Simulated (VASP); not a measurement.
# WS2 in VASP: notebook

WS2 is run at these levels: LDA; tasks: single point.

Everything below comes from runs of VASP 6.6.1. Logs are shortened: lines on timing, memory, paths and dates and some standing lists are left out, and cuts for length are marked.

**1. The cell of the first run**

The cell holds a slab with vacuum, 6 atoms: a = 3.214 Å, b = 3.355 Å, c = 23.995 Å, α = 92.09°, β = 95.96°, γ = 124.41°.

**2. Single point, LDA**

INCAR

```
ALGO = Normal
EDIFF = 1E-6
ENCUT = 520
ISIF = 2
ISMEAR = 0
LASPH = T
LCHARG = T
LELF = T
LREAL = F
LVHAR = T
LWAVE = F
NBANDS = 35
NELM = 60
PREC = Accurate
SIGMA = 0.05
```

KPOINTS

```
k-points
0
Gamma
  12 12 2
```

POSCAR

```
WS2
1.0
    3.2045772011     -0.1719529230     -0.1719529230
   -1.7512042001      2.8612217261     -0.0629391381
   -1.2838415798     -1.2838415798     23.9261385331
W S
2 4
Direct
    0.3333333333      0.6666666667      0.6302757360
    0.6666666667      0.3333333333      0.3697242640
    0.3333333333      0.6666666667      0.3028928957
    0.6666666667      0.3333333333      0.5633280735
    0.3333333333      0.6666666667      0.4366719265
    0.6666666667      0.3333333333      0.6971071043
```

Potentials or basis: VASP PAW LDA potentials, release 64 (W_sv, S).

On the command line:

```console
> cat potpaw_LDA.64/W_sv/POTCAR potpaw_LDA.64/S/POTCAR > POTCAR
> mpirun -np 1 vasp_std > vasp.out
```

OUTCAR:

```text
EDIFF = 1E-6
   ENCUT = 520
   ISIF = 2
   ISMEAR = 0
   LASPH = T
   LREAL = F
   NELM = 60
   PREC = Accurate

 ion  position               nearest neighbor table
   1  0.333  0.667  0.630-   4 2.21   6 2.32   6 2.47   6 2.56   4 2.56   4 2.58
   2  0.667  0.333  0.370-   5 2.21   3 2.32   3 2.47   3 2.56   5 2.56   5 2.58
   3  0.333  0.667  0.303-   2 2.32   2 2.47   2 2.56
   4  0.667  0.333  0.563-   1 2.21   1 2.56   1 2.58
   5  0.333  0.667  0.437-   2 2.21   2 2.56   2 2.58
   6  0.667  0.333  0.697-   1 2.32   1 2.47   1 2.56

  LATTYP: Found a triclinic cell.
 ALAT       =     3.0658822638
 B/A-ratio  =     1.0482433511
 C/A-ratio  =     7.7844846515
 COS(alpha) =     0.0060395148
 COS(beta)  =     0.1074288903
 COS(gamma) =     0.4298552792

  Lattice vectors:

 A1 = (  -1.4533730010,  -2.6892688031,   0.2348920611)
 A2 = (  -3.2045772011,   0.1719529230,   0.1719529230)
 A3 = (  -1.6229044222,  -4.0946960264, -23.4563544109)

Analysis of symmetry for initial positions (statically):
=====================================================================
 Subroutine PRICEL returns:
 Original cell was already a primitive cell.

 Routine SETGRP: Setting up the symmetry group for a
 triclinic supercell.

 Subroutine GETGRP returns: Found  2 space group operations
 (whereof  2 operations were pure point group operations)
 out of a pool of  2 trial point group operations.

The static configuration has the point symmetry S_2 .

Analysis of symmetry for dynamics (positions and initial velocities):
=====================================================================
 Subroutine PRICEL returns:
 Original cell was already a primitive cell.

 Routine SETGRP: Setting up the symmetry group for a
 triclinic supercell.

 Subroutine GETGRP returns: Found  2 space group operations
 (whereof  2 operations were pure point group operations)
 out of a pool of  2 trial point group operations.

The dynamic configuration has the point symmetry S_2 .

 Subroutine INISYM returns: Found  2 space group operations
 (whereof  2 operations are pure point group operations),
 and found     1 'primitive' translations

----------------------------------------------------------------------------------------

                                     Primitive cell

[... 98 lines left out ...]
   EDIFF  = 0.1E-05   stopping-criterion for ELM
   LREAL  =      F    real-space projection
   EDIFFG = 0.1E-04   stopping-criterion for IOM
   NSW    =      0    number of steps for IOM
   IBRION =     -1    ionic relax: 0-MD 1-quasi-New 2-CG
   NFREE  =      0    steps in history (QN), initial steepest desc. (CG)
   ISIF   =      2    stress and relaxation
   ISYM   =      2    0-nonsym 1-usesym 2-fastsym
   POTIM  = 0.5000    time-step for ionic-motion
   TEBEG  =    0.0;   TEEND  =   0.0 temperature during run
   PSTRESS=    0.0 pullay stress
   NELECT =      52.0000    total number of electrons
   NUPDOWN=      -1.0000    fix difference up-down
   EMIN   =  10.00;   EMAX   =-10.00  energy-range for DOS
   EFERMI =   0.00;   METHOD = LEGACY
   ISMEAR =     0;   SIGMA  =   0.05  broadening in eV -4-tet -1-fermi 0-gaus
   EFERMI_NEDOS =   21; number of points for ismear=-14 and -15
   IALGO  =     38    algorithm
   IMIX   =      4    mixing-type and parameters
     AMIX     =   0.40;   BMIX     =  1.00
     AMIX_MAG =   1.60;   BMIX_MAG =  1.00
  volume/ion in A,a.u.               =      35.15       237.18
  Fermi-wavevector in a.u.,A,eV,Ry     =   1.026586  1.939966 14.338894  1.053879
  Thomas-Fermi vector in A             =   2.160487
   LORBIT       =      0    0 simple, 1 ext, 2 COOP (PROOUT), +10 PAW based schemes
   GGA     = CA    functional components
   LHFCALC =     F    Hartree Fock is set to
   AEXX    =    0.0000 exact exchange contribution
   IVDW    =     0    specifies the selected vdW correction
   LEPSILON=     F    determine dielectric tensor
   LRPA    =     F    only Hartree local field effects (RPA)
 non-spin polarized calculation
 Gauss-broadening in eV      SIGMA  =   0.05
  energy-cutoff  :      520.00
  volume of cell :      210.88
 maximum number of plane-waves:      5726
   NGX = 11   NGY = 13   NGZ = 89

 number of electron      52.0000000 magnetization

 Free energy of the ion-electron system (eV)
  ---------------------------------------------------
  ext. energy  EPLUGINS =         0.00000000
  ---------------------------------------------------
  free energy    TOTEN  =       -50.64957289 eV

  energy without entropy =      -50.64957289  energy(sigma->0) =      -50.64957289

 E-fermi :   1.3510     XC(G=0):  -6.2014

 val. band max:        1.0289072019   @ k =   0.0000   0.0000   0.0000
 cond. band min:       2.0253123096   @ k =   0.1667   0.1667   0.5000
 fundamental gap:      0.9964051077
 Fermi energy:         1.3509929184

 k-point     1 :       0.0000    0.0000    0.0000
  band No.  band energies     occupation
      1     -73.1149      2.00000
      2     -73.1149      2.00000
      3     -37.6463      2.00000
      4     -37.6463      2.00000
      5     -37.5412      2.00000
      6     -37.5412      2.00000
[... 901 lines left out ...]
     34       5.1074      0.00000
     35       6.5557      0.00000

 [... further k-points ...]

------------------------ aborting loop because EDIFF is reached ----------------------------------------

  FORCE on cell =-STRESS in cart. coord.  units (eV):
  Direction    XX          YY          ZZ          XY          YZ          ZX
  --------------------------------------------------------------------------------------
  -------------------------------------------------------------------------------------
  Total       -3.2286115     -2.7925700     -3.8613160      7.3313135     10.4269831     10.5437559
  in kB      -24.5292707    -21.2164598    -29.3362229     55.6994161     79.2186650     80.1058428
  external PRESSURE =     -25.0273178 kB  Pullay stress =       0.0000000 kB

 VOLUME and BASIS-vectors are now :
 -----------------------------------------------------------------------------
  energy-cutoff  :      520.00
  volume of cell :      210.88
      direct lattice vectors                 reciprocal lattice vectors
     3.204577201 -0.171952923 -0.171952923     0.324242155  0.199069355  0.028080130
    -1.751204200  2.861221726 -0.062939138     0.020556082  0.362534532  0.020556082
    -1.283841580 -1.283841580 23.926138533     0.002384345  0.002384345  0.042051175

 POSITION                                       TOTAL-FORCE (eV/Angst)
 -----------------------------------------------------------------------------------
     -0.90845      1.04099     14.98079         1.497986      0.225509      0.953228
      1.07798      0.36444      8.71046        -1.497986     -0.225509     -0.953228
     -0.48814      1.46130      7.14778        -0.940652     -1.544938      0.882241
      0.82943      0.11588     13.34265        -2.429869     -1.724030     -0.084257
     -0.65989      1.28955     10.34860         2.429869      1.724030      0.084257
      0.65767     -0.05587     16.54347         0.940652      1.544938     -0.882241
 -----------------------------------------------------------------------------------
    total drift:                               -0.000000     -0.000000     -0.000000

  FREE ENERGIE OF THE ION-ELECTRON SYSTEM (eV)
  ---------------------------------------------------
  free  energy   TOTEN  =       -50.6495728860 eV

  energy  without entropy=      -50.6495728860  energy(sigma->0) =      -50.64957289
```

stdout:

```text
POSCAR found type information on POSCAR W S
 POSCAR found :  2 types and       6 ions
 scaLAPACK will be used
 LDA part: xc-table for (Slater(with rela. corr.)+CA(PZ))
 , standard interpolation
 POSCAR, INCAR and KPOINTS ok, starting setup
 FFT: planning ... GRIDC
 FFT: planning ... GRID_SOFT
 FFT: planning ... GRID
 WAVECAR not read
 entering main loop
```

Wall time 47 min (1 thread of Oxide Virtual Turin-like, shared host); peak memory 0.85 GiB.

Results:

* Free energy: -50.6496 eV
* Largest force: 2.981 eV/Å
* Band gap on the k mesh: 1.00 eV (least direct gap 1.31 eV)

Forces on the atoms (eV/Å):
```
W    1.498  0.226  0.953
W   -1.498 -0.226 -0.953
S   -0.941 -1.545  0.882
S   -2.430 -1.724 -0.084
S    2.430  1.724  0.084
S    0.941  1.545 -0.882
```

Levels at points of the mesh, in eV from the valence-band top:
```csv
k point,band 23,band 24,band 25,band 26,band 27,band 28,band 29,band 30
"(0.00, 0.00, 0.00)",-2.06,-1.67,-0.60,0.00,1.31,1.47,1.87,1.89
"(0.50, 0.00, 0.00)",-2.39,-2.24,-0.91,-0.90,2.03,2.03,2.55,2.74
"(0.00, 0.50, 0.00)",-1.75,-1.68,-1.38,-0.89,1.63,1.63,2.65,2.66
"(0.50, 0.50, 0.00)",-1.52,-1.32,-1.08,-1.07,1.89,1.90,2.46,2.48
"(0.00, 0.00, 0.50)",-2.06,-1.67,-0.60,0.00,1.31,1.47,1.87,1.89
"(0.50, 0.00, 0.50)",-2.39,-2.24,-0.91,-0.90,2.03,2.03,2.55,2.74
"(0.00, 0.50, 0.50)",-1.75,-1.68,-1.38,-0.89,1.63,1.63,2.65,2.66
"(0.50, 0.50, 0.50)",-1.52,-1.32,-1.08,-1.07,1.89,1.90,2.46,2.48
```

Caveat: spin-orbit coupling is left out, which moves the levels of the heavy elements.

**3. Single point, LDA**

This run uses another cell than the first one.

INCAR

```
  ALGO = Normal
  EDIFF = 1E-7
  ENCUT = 520
  ISIF = 2
  ISMEAR = 0
  LASPH = T
  LCHARG = F
  LREAL = F
  LWAVE = F
  NBANDS = 35
  NELM = 100
  PREC = Accurate
  SIGMA = 0.05
```

KPOINTS is that of step 2.

Changes to POSCAR since step 2:

```diff
@@ -2,5 +2,5 @@
 1.0
-    3.2045772011     -0.1719529230     -0.1719529230
-   -1.7512042001      2.8612217261     -0.0629391381
-   -1.2838415798     -1.2838415798     23.9261385331
+    2.9700959425      0.1719529230      0.1719529230
+   -1.3361323717      2.4862020764      0.0629391381
+    1.2838415798      1.2838415798     22.1754454697
 W S
```

Potentials or basis: VASP PAW LDA potentials, release 64 (W_sv, S).

On the command line:

```console
> cat potpaw_LDA.64/W_sv/POTCAR potpaw_LDA.64/S/POTCAR > POTCAR
> mpirun -np 1 vasp_std > vasp.out
```

It took 25 min on 1 thread of Oxide Virtual Turin-like, shared host; peak memory 0.7 GiB.

Results (log left out):

| Property | Result |
| --- | --- |
| Free energy | -48.2904 eV |
| Largest force | 6.505 eV/Å |
| Band gap on the k mesh | 0.97 eV (least direct gap 1.36 eV) |

Forces on the atoms (eV/Å):
```
W   -0.687  0.094  1.389
W    0.687 -0.094 -1.389
S    2.346  2.709 -4.194
S    2.829  2.471 -5.310
S   -2.829 -2.471  5.310
S   -2.346 -2.709  4.194
```

Levels at points of the mesh, in eV from the valence-band top:
| k point | band 24 | band 25 | band 26 | band 27 | band 28 | band 29 |
| --- | --- | --- | --- | --- | --- | --- |
| (0.00, 0.00, 0.00) | -2.04 | -1.31 | 0.00 | 1.36 | 1.56 | 2.54 |
| (0.50, 0.00, 0.00) | -1.34 | -0.93 | -0.84 | 2.45 | 2.49 | 2.68 |
| (0.00, 0.50, 0.00) | -1.64 | -1.57 | -1.50 | 1.87 | 1.90 | 2.92 |
| (0.50, 0.50, 0.00) | -2.52 | -1.40 | -1.39 | 2.37 | 2.69 | 2.76 |
| (0.00, 0.00, 0.50) | -2.04 | -1.31 | 0.00 | 1.36 | 1.56 | 2.54 |
| (0.50, 0.00, 0.50) | -1.34 | -0.93 | -0.84 | 2.45 | 2.49 | 2.68 |
| (0.00, 0.50, 0.50) | -1.64 | -1.57 | -1.50 | 1.87 | 1.90 | 2.92 |
| (0.50, 0.50, 0.50) | -2.52 | -1.40 | -1.39 | 2.37 | 2.69 | 2.76 |

Caveat: spin-orbit coupling is left out, which moves the levels of the heavy elements.
